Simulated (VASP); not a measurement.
## AgPbCl4: relaxation of cell and atoms with PBE

The system is AgPbCl4.

```xyz
6
Lattice="4.5839 0.0000 0.0000 0.0000 4.5839 0.0000 0.0000 0.0000 6.4827" Properties=species:S:1:pos:R:3 pbc="T T T"
Ag    0.0000    0.0000    0.0000
Pb    2.2920    2.2920    3.2413
Cl    2.2920    0.0000    1.6207
Cl    0.0000    2.2920    4.8620
Cl    2.2920    0.0000    4.8620
Cl    0.0000    2.2920    1.6207
```

```json
{
  "Program": "VASP 6.6.1",
  "Task": "relaxation of cell and atoms",
  "Functional": "PBE",
  "Potentials or basis": "VASP PAW PBE potentials, release 64 (Ag, Pb_d, Cl)",
  "Cutoff": "600 eV",
  "k mesh": "4 × 4 × 4",
  "Occupations": "gaussian, width 0.1 eV",
  "Spin": "no spin polarisation",
  "Dipole correction": "no",
  "Further INCAR settings": "ALGO = Normal; EDIFF = 1e-06; IBRION = 2; EDIFFG = -0.04; NSW = 90; ISIF = 3"
}
```

```yaml
Relaxed_volume: 26.28 Å³/atom
Relaxed_cell: a = 4.779 Å, b = 4.779 Å, c = 6.905 Å, α = 90.00°, β = 90.00°, γ = 90.00°
Space_group_after_relaxing_to_0.1_Å: P4/mmm (No. 123)
Energy_gained_by_relaxing: 93.9 meV/atom
Ionic_steps: 7
Pressure_after_relaxing: 0.0 GPa
Band_gap_on_the_k_mesh: zero (an odd number of electrons rules out a gap without spin polarisation)
```

The path:
```
step  energy change (eV)  largest force (eV/Å)  pressure (GPa)  volume (Å³)
   1              0.0000                0.5578            7.97       136.22
   2             -0.5280                0.2412           -0.21       159.71
   3             -0.5280                0.2446           -0.17       159.49
   4             -0.5401                0.1990           -0.14       159.15
   5             -0.5609                0.0682           -0.09       158.18
   6             -0.5392                0.2257            0.20       156.23
   7             -0.5637                0.0017           -0.03       157.71
```

Final structure:
```
CELL_PARAMETERS angstrom
4.77922 0.00000 0.00000
0.00000 4.77922 0.00000
0.00000 0.00000 6.90467
ATOMIC_POSITIONS crystal
Ag 0.00000 0.00000 0.00000
Pb 0.50000 0.50000 0.50000
Cl 0.50000 0.00000 0.23675
Cl 0.00000 0.50000 0.76325
Cl 0.50000 0.00000 0.76325
Cl 0.00000 0.50000 0.23675
```

Levels at points of the mesh, in eV from the Fermi level:
```tsv
k point	band 24	band 25	band 26	band 27	band 28	band 29
(0.00, 0.00, 0.00)	-0.73	-0.28	0.10	0.10	3.74	3.93
(0.50, 0.00, 0.00)	-0.52	-0.38	-0.20	-0.16	4.68	4.87
(0.50, 0.50, 0.00)	-0.17	-0.15	-0.15	0.28	4.43	4.46
(0.00, 0.00, 0.50)	-0.55	-0.37	-0.01	-0.01	3.48	4.26
(0.50, 0.00, 0.50)	-0.86	-0.48	-0.26	0.10	5.07	5.14
(0.50, 0.50, 0.50)	-0.36	-0.24	-0.24	0.34	5.01	5.19
```

Run time: 12 min on 1 thread of Intel Xeon 8259CL (shared host), peak memory 0.35 GiB.

Caveat: the volume moved by over 15 % at a fixed basis, so the end points are rough; spin-orbit coupling is left out, which moves the levels of the heavy elements; an odd number of electrons without spin polarisation forces a metal; a magnetic or distorted state may lie lower.
